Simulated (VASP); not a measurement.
A run of VASP 6.6.1 is set up as follows.

The input INCAR:

```
SYSTEM = CoO
PREC = Accurate
ENCUT = 700
EDIFF = 1E-6
ISMEAR = 0
SIGMA = 0.02
LREAL = .False.
LASPH = .True.
NELM = 200
ALGO = Normal
ISIF = 2
LWAVE = .False.
LCHARG = .False.
LMAXMIX = 4
LDAU = .True.
LDAUTYPE = 2
LDAUL = 2 -1
LDAUU = 3.32 0
LDAUJ = 0 0
LDAUPRINT = 1
GGA = PE
NBANDS = 18
GGA_COMPAT = .False.
```

KPOINTS

```
Automatic mesh
0
Gamma
  12 12 12
  0 0 0
```

POSCAR

```
CoO
1.0
   -1.4340607057      1.4340607057      2.0039284158
    1.4340607057     -1.4340607057      2.0039284158
    1.4340607057      1.4340607057     -2.0039284158
Co O
1 1
Direct
    0.0000000000      0.0000000000      0.0000000000
    0.5000000000      0.5000000000      0.0000000000
```

Potentials or basis: VASP PAW PBE potentials, release 64 (Co_sv, O).

Command:

```sh
$ cat potpaw_PBE.64/Co_sv/POTCAR potpaw_PBE.64/O/POTCAR > POTCAR
$ mpirun -np 1 vasp_std > vasp.out
```

**Question.** Estimate the pressure.

**Answer.** 11.2 GPa.

**Question.** Predict the band gap on the k mesh.

**Answer.** Zero (an odd number of electrons rules out a gap without spin polarisation).

Eigenvalues of the final occupation matrices:
| site | spin | trace | eigenvalues |
| --- | --- | --- | --- |
| site 1 d | 1 | 3.46 | 0.35 0.38 0.91 0.91 0.91 |
| site 1 d | 2 | 3.46 | 0.35 0.38 0.91 0.91 0.91 |

Caveat: the cell stands under pressure; an odd number of electrons without spin polarisation forces a metal; a magnetic or distorted state may lie lower; the run has no spin polarisation, though such a crystal can be magnetic; U without spin polarisation on a metal has little footing. Spin polarisation is off, so any magnetic state and its effect on volume and gap are missing.
